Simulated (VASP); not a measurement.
# MgCdS2 (P4/mmm) in VASP: a series of runs

Runs on MgCdS2. Level: LDA. Tasks: single point.

Program: VASP 6.6.1. These are calculated values, not measurements. Logs are shortened: lines on timing, memory, paths and dates and some standing lists are left out, and cuts for length are marked.

## Step 1: The cell of the first run

Symmetry: P4/mmm, No. 123, tetragonal system. The conventional cell has a = 3.743 Å, b = 3.743 Å, c = 5.294 Å, α = 90.00°, β = 90.00°, γ = 90.00°. Within 3.5 Å of Mg (site symmetry 4/mmm) lie 6 S at 2.65 Å. Cd (site symmetry 4/mmm) has 6 S at 2.65 Å within 3.5 Å. S (site symmetry 4/mmm) has 4 Mg at 2.65 Å and 2 Cd at 2.65 Å within 3.5 Å. Within 3.5 Å of S (site symmetry 4/mmm) lie 4 Cd at 2.65 Å and 2 Mg at 2.65 Å.

## Step 2: Single point, LDA

INCAR

```
ALGO     = Normal         # electronic algorithm
EDIFF    = 1E-6           # SCF threshold, eV
ENCUT    = 520            # plane-wave cutoff, eV
ISIF     = 2              # what is computed and relaxed
ISMEAR   = -1             # smearing method
LASPH    = T              # aspherical terms in the spheres
LCHARG   = F              # write CHGCAR
LREAL    = F              # projectors in reciprocal space
LWAVE    = F              # write WAVECAR
NBANDS   = 21             # bands
NELM     = 100            # most SCF steps
PREC     = Accurate       # precision mode
SIGMA    = 0.1            # smearing width, eV
```

KPOINTS

```
k-points
0
Gamma
  6 6 4
```

POSCAR

```
MgCdS2
1.0
    3.7431266486      0.0000000000      0.0000000000
    0.0000000000      3.7431266486      0.0000000000
    0.0000000000      0.0000000000      5.2944032434
Mg Cd S
1 1 2
Direct
    0.5000000000      0.5000000000      0.5000000000
    0.0000000000      0.0000000000      0.0000000000
    0.0000000000      0.0000000000      0.5000000000
    0.5000000000      0.5000000000      0.0000000000
```

Potentials or basis: VASP PAW LDA potentials, release 64 (Mg, Cd, S).

Started as:

```sh
$ cat potpaw_LDA.64/Mg/POTCAR potpaw_LDA.64/Cd/POTCAR potpaw_LDA.64/S/POTCAR > POTCAR
$ mpirun -np 1 vasp_std > vasp.out
```

OUTCAR:

```text
EDIFF = 1E-6
   ENCUT = 520
   ISIF = 2
   ISMEAR = -1
   LASPH = T
   LREAL = F
   NELM = 100
   PREC = Accurate

 ion  position               nearest neighbor table
   1  0.500  0.500  0.500-   3 2.65   3 2.65   3 2.65   3 2.65   4 2.65   4 2.65
   2  0.000  0.000  0.000-   4 2.65   4 2.65   4 2.65   4 2.65   3 2.65   3 2.65
   3  0.000  0.000  0.500-   1 2.65   1 2.65   1 2.65   1 2.65   2 2.65   2 2.65
   4  0.500  0.500  0.000-   2 2.65   2 2.65   2 2.65   2 2.65   1 2.65   1 2.65

  LATTYP: Found a simple tetragonal cell.
 ALAT       =     3.7431266486
 C/A-ratio  =     1.4144333709

  Lattice vectors:

 A1 = (   3.7431266486,   0.0000000000,   0.0000000000)
 A2 = (   0.0000000000,   3.7431266486,   0.0000000000)
 A3 = (   0.0000000000,   0.0000000000,   5.2944032434)

Analysis of symmetry for initial positions (statically):
=====================================================================
 Subroutine PRICEL returns:
 Original cell was already a primitive cell.

 Routine SETGRP: Setting up the symmetry group for a
 simple tetragonal supercell.

 Subroutine GETGRP returns: Found 16 space group operations
 (whereof 16 operations were pure point group operations)
 out of a pool of 16 trial point group operations.

The static configuration has the point symmetry D_4h.

Analysis of symmetry for dynamics (positions and initial velocities):
=====================================================================
 Subroutine PRICEL returns:
 Original cell was already a primitive cell.

 Routine SETGRP: Setting up the symmetry group for a
 simple tetragonal supercell.

 Subroutine GETGRP returns: Found 16 space group operations
 (whereof 16 operations were pure point group operations)
 out of a pool of 16 trial point group operations.

The dynamic configuration has the point symmetry D_4h.

 Subroutine INISYM returns: Found 16 space group operations
 (whereof 16 operations are pure point group operations),
 and found     1 'primitive' translations

----------------------------------------------------------------------------------------

                                     Primitive cell

  volume of cell :      74.1799

  direct lattice vectors                    reciprocal lattice vectors
     3.743126649  0.000000000  0.000000000     0.267156336  0.000000000  0.000000000
     0.000000000  3.743126649  0.000000000     0.000000000  0.267156336  0.000000000
     0.000000000  0.000000000  5.294403243     0.000000000  0.000000000  0.188878700

  length of vectors
     3.743126649  3.743126649  5.294403243     0.267156336  0.267156336  0.188878700

  position of ions in fractional coordinates (direct lattice)
     0.500000000  0.500000000  0.500000000
     0.000000000  0.000000000  0.000000000
     0.000000000  0.000000000  0.500000000
     0.500000000  0.500000000  0.000000000

  ion indices of the primitive-cell ions
   primitive index   ion index
                 1           1
                 2           2
                 3           3
                 4           4

----------------------------------------------------------------------------------------

 KPOINTS: k-points

Automatic generation of k-mesh.
 Grid dimensions read from file:
 generate k-points for:    6    6    4

 Generating k-lattice:

  Cartesian coordinates                     Fractional coordinates (reciprocal lattice)
     0.044526056  0.000000000  0.000000000     0.166666667  0.000000000  0.000000000
     0.000000000  0.044526056  0.000000000     0.000000000  0.166666667  0.000000000
     0.000000000  0.000000000  0.047219675     0.000000000  0.000000000  0.250000000

  Length of vectors
     0.044526056  0.044526056  0.047219675

  Shift w.r.t. Gamma in fractional coordinates (k-lattice)
     0.000000000  0.000000000  0.000000000

 Subroutine IBZKPT returns following result:
 ===========================================

 Found     30 irreducible k-points:

 Following reciprocal coordinates:
            Coordinates               Weight
  0.000000  0.000000  0.000000      1.000000
  0.166667  0.000000  0.000000      4.000000
  0.333333  0.000000  0.000000      4.000000
  0.500000  0.000000  0.000000      2.000000
  0.166667  0.166667  0.000000      4.000000
  0.333333  0.166667  0.000000      8.000000
[... 16 lines left out ...]
  0.333333  0.000000  0.500000      4.000000
  0.500000  0.000000  0.500000      2.000000
 [... further k-points ...]
   k-points           NKPTS =     30   k-points in BZ     NKDIM =     30   number of bands    NBANDS=     21
   number of dos      NEDOS =    301   number of ions     NIONS =      4
   total plane-waves  NPLWV =  31360
   dimension x,y,z NGX =    28 NGY =   28 NGZ =   40
   dimension x,y,z NGXF=    56 NGYF=   56 NGZF=   80
   ions per type =               1   1   2
   NGX,Y,Z   is equivalent  to a cutoff of  12.44, 12.44, 12.56 a.u.
   NGXF,Y,Z  is equivalent  to a cutoff of  24.87, 24.87, 25.12 a.u.
 SYSTEM =  unknown system
   PREC   = accura    normal or accurate (medium, high low for compatibility)
   ISTART =      0    job   : 0-new  1-cont  2-samecut
   ICHARG =      2    charge: 1-file 2-atom 10-const
   ISPIN  =      1    spin polarized calculation?
   LNONCOLLINEAR =      F non collinear calculations
   LSORBIT =      F    spin-orbit coupling
   LASPH  =      T    aspherical Exc in radial PAW
   ENCUT  =  520.0 eV  38.22 Ry    6.18 a.u.   6.96  6.96  9.84*2*pi/ulx,y,z
   NELM   =    100;   NELMIN=  2; NELMDL= -5     # of ELM steps
   EDIFF  = 0.1E-05   stopping-criterion for ELM
   LREAL  =      F    real-space projection
   EDIFFG = 0.1E-04   stopping-criterion for IOM
   NSW    =      0    number of steps for IOM
   IBRION =     -1    ionic relax: 0-MD 1-quasi-New 2-CG
   NFREE  =      0    steps in history (QN), initial steepest desc. (CG)
   ISIF   =      2    stress and relaxation
   ISYM   =      2    0-nonsym 1-usesym 2-fastsym
   POTIM  = 0.5000    time-step for ionic-motion
   TEBEG  =    0.0;   TEEND  =   0.0 temperature during run
   PSTRESS=    0.0 pullay stress
   NELECT =      26.0000    total number of electrons
   NUPDOWN=      -1.0000    fix difference up-down
   EMIN   =  10.00;   EMAX   =-10.00  energy-range for DOS
   EFERMI =   0.00;   METHOD = LEGACY
   ISMEAR =    -1;   SIGMA  =   0.10  broadening in eV -4-tet -1-fermi 0-gaus
   EFERMI_NEDOS =   21; number of points for ismear=-14 and -15
   IALGO  =     38    algorithm
   IMIX   =      4    mixing-type and parameters
     AMIX     =   0.40;   BMIX     =  1.00
     AMIX_MAG =   1.60;   BMIX_MAG =  1.00
  volume/ion in A,a.u.               =      18.54       125.15
  Fermi-wavevector in a.u.,A,eV,Ry     =   1.154261  2.181237 18.127285  1.332318
  Thomas-Fermi vector in A             =   2.290899
   LORBIT       =      0    0 simple, 1 ext, 2 COOP (PROOUT), +10 PAW based schemes
   GGA     = CA    functional components
   LHFCALC =     F    Hartree Fock is set to
   AEXX    =    0.0000 exact exchange contribution
   IVDW    =     0    specifies the selected vdW correction
   LEPSILON=     F    determine dielectric tensor
   LRPA    =     F    only Hartree local field effects (RPA)
 non-spin polarized calculation
  energy-cutoff  :      520.00
  volume of cell :       74.18
 maximum number of plane-waves:      2026
 NGX is ok and might be reduce to    28
   NGX = 13   NGY = 13   NGZ = 19

 number of electron      26.0000002 magnetization

 Free energy of the ion-electron system (eV)
  ---------------------------------------------------
  ext. energy  EPLUGINS =         0.00000000
  ---------------------------------------------------
  free energy    TOTEN  =       -16.80990507 eV

  energy without entropy =      -16.80350567  energy(sigma->0) =      -16.80670537

 E-fermi :   4.0368     XC(G=0): -10.5065

 val. band max:        3.8383722452   @ k =   0.5000   0.0000   0.5000
 cond. band min:       4.2961049808   @ k =   0.0000   0.0000   0.0000
 fundamental gap:      0.4577327356
 Fermi energy:         4.0368109578

 k-point     1 :       0.0000    0.0000    0.0000
  band No.  band energies     occupation
      1      -9.4950      2.00000
      2      -8.2055      2.00000
      3      -4.2317      2.00000
      4      -4.0486      2.00000
      5      -3.9360      2.00000
      6      -3.9360      2.00000
[... 13 lines left out ...]
     20      14.1025      0.00000
     21      14.2715      0.00000

 k-point     2 :       0.1667    0.0000    0.0000
  band No.  band energies     occupation
      1      -9.3130      2.00000
      2      -8.1485      2.00000
      3      -4.2066      2.00000
      4      -4.1591      2.00000
      5      -4.0004      2.00000
      6      -3.9307      2.00000
[... 13 lines left out ...]
     20      12.3743      0.00000
     21      13.4684      0.00000

 k-point     3 :       0.3333    0.0000    0.0000
  band No.  band energies     occupation
      1      -8.8410      2.00000
      2      -8.0938      2.00000
      3      -4.3589      2.00000
      4      -4.2802      2.00000
      5      -4.1144      2.00000
      6      -3.9203      2.00000
[... 13 lines left out ...]
     20      11.7432      0.00000
     21      12.0878      0.00000
[... 457 lines left out ...]
 k-point    23 :       0.3333    0.0000    0.5000
  band No.  band energies     occupation
      1      -8.4283      2.00000
      2      -8.2618      2.00000
      3      -4.4386      2.00000
      4      -4.3576      2.00000
      5      -4.2073      2.00000
      6      -4.1307      2.00000
[... 13 lines left out ...]
     20      11.5767      0.00000
     21      12.1201      0.00000

 k-point    24 :       0.5000    0.0000    0.5000
  band No.  band energies     occupation
      1      -8.1955      2.00000
      2      -8.1167      2.00000
      3      -4.5361      2.00000
      4      -4.4488      2.00000
      5      -4.3068      2.00000
      6      -4.1048      2.00000
[... 13 lines left out ...]
     20      11.2094      0.00000
     21      12.4770      0.00000

 [... further k-points ...]

------------------------ aborting loop because EDIFF is reached ----------------------------------------

  FORCE on cell =-STRESS in cart. coord.  units (eV):
  Direction    XX          YY          ZZ          XY          YZ          ZX
  --------------------------------------------------------------------------------------
  -------------------------------------------------------------------------------------
  Total       -0.8607799     -0.8607799     -0.9193953      0.0000000      0.0000000      0.0000000
  in kB      -18.5915943    -18.5915943    -19.8576014      0.0000000      0.0000000      0.0000000
  external PRESSURE =     -19.0135966 kB  Pullay stress =       0.0000000 kB

 VOLUME and BASIS-vectors are now :
 -----------------------------------------------------------------------------
  energy-cutoff  :      520.00
  volume of cell :       74.18
      direct lattice vectors                 reciprocal lattice vectors
     3.743126649  0.000000000  0.000000000     0.267156336  0.000000000  0.000000000
     0.000000000  3.743126649  0.000000000     0.000000000  0.267156336  0.000000000
     0.000000000  0.000000000  5.294403243     0.000000000  0.000000000  0.188878700

 POSITION                                       TOTAL-FORCE (eV/Angst)
 -----------------------------------------------------------------------------------
      1.87156      1.87156      2.64720         0.000000      0.000000      0.000000
      0.00000      0.00000      0.00000         0.000000      0.000000      0.000000
      0.00000      0.00000      2.64720         0.000000      0.000000      0.000000
      1.87156      1.87156      0.00000         0.000000      0.000000      0.000000
 -----------------------------------------------------------------------------------
    total drift:                               -0.000000      0.000000     -0.000000

  FREE ENERGIE OF THE ION-ELECTRON SYSTEM (eV)
  ---------------------------------------------------
  free  energy   TOTEN  =       -16.8099050722 eV

  energy  without entropy=      -16.8035056686  energy(sigma->0) =      -16.80670537
```

Wall time 37 s (1 thread of AMD EPYC 7R13, shared host); peak memory 0.15 GiB.

What came out:

```
Free energy            : -16.8099 eV
Pressure               : -1.9 GPa
Band gap on the k mesh : zero (bands 13 and 14 overlap by 0.05 eV)
```

Stress tensor (GPa, compression positive):
```
-1.86  0.00  0.00
 0.00 -1.86  0.00
 0.00  0.00 -1.99
```

Levels at points of the mesh, in eV from the Fermi level:
```csv
k point,band 10,band 11,band 12,band 13,band 14,band 15,band 16,band 17
"(0.00, 0.00, 0.00)",-2.68,-1.06,-1.05,-1.05,0.26,1.96,4.25,7.86
"(0.50, 0.00, 0.00)",-3.37,-2.74,-1.55,-0.34,4.21,4.31,5.72,6.03
"(0.50, 0.50, 0.00)",-2.77,-2.66,-2.66,-2.58,-0.24,1.53,4.46,4.46
"(0.00, 0.00, 0.50)",-2.09,-2.09,-1.69,-1.69,3.01,3.60,4.65,6.57
"(0.50, 0.00, 0.50)",-1.45,-1.34,-0.30,-0.20,3.13,3.24,5.46,5.58
"(0.50, 0.50, 0.50)",-3.73,-3.73,-3.53,-3.25,3.42,3.94,6.49,6.66
```

Caveat: semilocal functionals underestimate gaps, so a narrow gap can read as zero.

(Part 1 of 2 ends here.)
